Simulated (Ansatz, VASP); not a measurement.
## MnO2 in VASP and in Ansatz

```
CELL_PARAMETERS angstrom
1.42843 0.82471 4.58393
-1.42843 0.82471 4.58393
0.00000 -1.64941 4.58393
ATOMIC_POSITIONS crystal
Mn 0.00000 0.00000 0.00000
O 0.26436 0.26436 0.26436
O 0.73564 0.73564 0.73564
```

Alike in both runs: task single point; functional PBE; k mesh 6 × 6 × 6; occupations gaussian, width 0.1 eV; collinear spin.

|  | VASP | Ansatz |
| --- | --- | --- |
| version | VASP 6.6.1 | Ansatz 0.2.0 |
| potentials or method | VASP PAW PBE potentials, release 64 (Mn_sv, O), cutoff 700 eV | scalar-relativistic, plane waves, PAW |
| valence electrons in the cell | 27 | 27 |

```tsv
	VASP	Ansatz	Ansatz less VASP
gap on the k mesh at the Fermi level (eV)	0.89	0.90	+0.009
least direct gap on the mesh (eV)	0.93	0.94	+0.012
pressure (GPa)	4.6	5.0	+0.33
traceless stress, the component that is largest in VASP (GPa)	-0.67	-0.57	+0.098
rms of the force components (eV/Å)	0.091	0.101	+0.0093
net moment per atom (μB)	1.00	1.00	0.000
size of the moment on the site where the two differ most (μB)	2.73	2.49	-0.235
```

Site moments also hang on the region over which each program counts them. Atom by atom the forces differ by 0.009 eV/Å (rms over components). With one functional, cell and mesh, what is left measures potentials, basis and numerics.

The k mesh is coarse, so the values compare programs but aren't converged.
